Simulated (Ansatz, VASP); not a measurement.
## CuAu3: VASP beside Ansatz

```xyz
4
Lattice="4.0116 0.0000 0.0000 0.0000 4.0116 0.0000 0.0000 0.0000 4.0116" Properties=species:S:1:pos:R:3 pbc="T T T"
Cu    0.0000    0.0000    0.0000
Au    0.0000    2.0058    2.0058
Au    2.0058    0.0000    2.0058
Au    2.0058    2.0058    0.0000
```

Alike in both runs: functional r2SCAN; k mesh 8 × 8 × 8; occupations fermi-dirac, width 0.1 eV; no spin polarisation.

Ansatz relaxed the structure, and its values are those at the end. VASP's run is a single point on that final structure, the one shown.

|  | VASP | Ansatz |
| --- | --- | --- |
| version | VASP 6.6.1 | Ansatz 0.2.0 |
| potentials or method | VASP PAW PBE potentials, release 64 (Cu, Au), cutoff 520 eV | PAW plane waves |
| valence electrons in the cell | 44 | 76 |

VASP gave:

- gap on the k mesh at the Fermi level (eV): none
- pressure (GPa): 0.4

Task: Estimate Ansatz's values.

Result: gap on the k mesh at the Fermi level (eV): none; pressure (GPa): 0.0.

VASP's potentials were made for PBE, not for r2SCAN. A gap of «none» marks a metal or a gap that the smearing closes. The functional is the same, so the differences come from potentials, cutoffs and numerics. VASP's potentials hold 44 valence electrons a cell and Ansatz's 76, so a difference there can come from the potentials and not from the codes.

Spin-orbit coupling is off throughout.
